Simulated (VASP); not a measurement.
Wanted: the native input for a VASP 6.6.1 run.

| Quantity | Value |
| --- | --- |
| Task | single point |
| Functional | LDA |
| Potentials or basis | VASP PAW LDA potentials, release 64 (Te) |
| Cutoff | 520 eV |
| k mesh | 11 × 11 × 11 |
| Occupations | fermi-dirac, width 0.1 eV |
| Spin | no spin polarisation |
| Dipole correction | no |
| Further INCAR settings | ALGO = Normal; EDIFF = 1e-06; NBANDS = 9 |

The structure of Te lies in POSCAR:

```
Te
1.0
    3.2140063437      0.0000000000      0.0000000000
    0.0000000000      3.2140063437      0.0000000000
    0.0000000000      0.0000000000      3.2140063437
Te
1
Direct
    0.0000000000      0.0000000000      0.0000000000
```

This isn't the form of Te at room conditions, which is trigonal, of chains.

One way to write it, as run:

INCAR

```
PREC = Accurate
ENCUT = 520
EDIFF = 1E-6
ISMEAR = -1
SIGMA = 0.1
LREAL = F
LASPH = T
NELM = 80
ALGO = Normal
ISIF = 2
LWAVE = F
LCHARG = F
GGA = CA
NBANDS = 9
```

KPOINTS

```
Automatic mesh
0
Gamma
  11 11 11
```

Potentials or basis: VASP PAW LDA potentials, release 64 (Te).

The run is started by

```bash
$ cat potpaw_LDA.64/Te/POTCAR > POTCAR
$ mpirun -np 1 vasp_std > vasp.out
```

Results of the run:

```
Pressure               : -3.9 GPa
Band gap on the k mesh : zero (bands 3 and 4 overlap by 5.24 eV)
```

Caveat: the cell stands under tension; spin-orbit coupling is left out, which moves the levels of the heavy elements.

Wall time 8.5 s on 1 thread of Intel Xeon 8259CL, on a shared host, peak memory 0.13 GiB.
